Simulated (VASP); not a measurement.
A run of VASP 6.6.1:

Contents of POSCAR:

```
Mo
1.0
   -1.5816586698      1.5816586698      1.5816586698
    1.5816586698     -1.5816586698      1.5816586698
    1.5816586698      1.5816586698     -1.5816586698
Mo
1
Direct
    0.0000000000      0.0000000000      0.0000000000
```

The input INCAR.step1:

```
SYSTEM = Mo
ALGO     = Normal         ! electronic algorithm
EDIFF    = 1E-4           ! SCF threshold, eV
ENCUT    = 520            ! plane-wave cutoff, eV
GGA      = PE             ! functional
ISMEAR   = 0              ! smearing method
LASPH    = .True.         ! aspherical terms in the spheres
LCHARG   = .False.        ! write CHGCAR
LREAL    = .False.        ! projectors in reciprocal space
LWAVE    = .True.         ! write WAVECAR
NBANDS   = 13             ! bands
NELM     = 60             ! most SCF steps
PREC     = Accurate       ! precision mode
SIGMA    = 0.05           ! smearing width, eV
```

Contents of INCAR.step2:

```
SYSTEM = Mo
ALGO     = Normal         ! electronic algorithm
EDIFF    = 1E-6           ! SCF threshold, eV
ENCUT    = 520            ! plane-wave cutoff, eV
ISIF     = 2              ! what is computed and relaxed
ISMEAR   = 0              ! smearing method
ISTART   = 1            
LASPH    = .True.         ! aspherical terms in the spheres
LCHARG   = .True.         ! write CHGCAR
LELF     = .True.         ! ELF
LMIXTAU  = .True.       
LREAL    = .False.        ! projectors in reciprocal space
LVHAR    = .True.       
LWAVE    = .False.        ! write WAVECAR
METAGGA  = R2SCAN         ! meta-GGA
NBANDS   = 13             ! bands
NELM     = 60             ! most SCF steps
PREC     = Accurate       ! precision mode
SIGMA    = 0.05           ! smearing width, eV
```

KPOINTS

```
k-points
0
Gamma
  18 18 18
  0 0 0
```

Potentials or basis: VASP PAW PBE potentials, release 64 (Mo_sv).

Launch:

```bash
$ cat potpaw_PBE.64/Mo_sv/POTCAR > POTCAR
$ cp INCAR.step1 INCAR
$ mpirun -np 1 vasp_std > vasp.out
$ cp INCAR.step2 INCAR
$ mpirun -np 1 vasp_std > vasp.out
```

Hardware: 1 thread of Intel(R) Xeon(R) 6975P-C (Granite Rapids), with other jobs on the host.

Q: Estimate the wall time of this run.

A: Wall time 49 s on 1 thread of Intel(R) Xeon(R) 6975P-C (Granite Rapids), on a shared host, peak memory 0.15 GiB. Counts: k points 195.
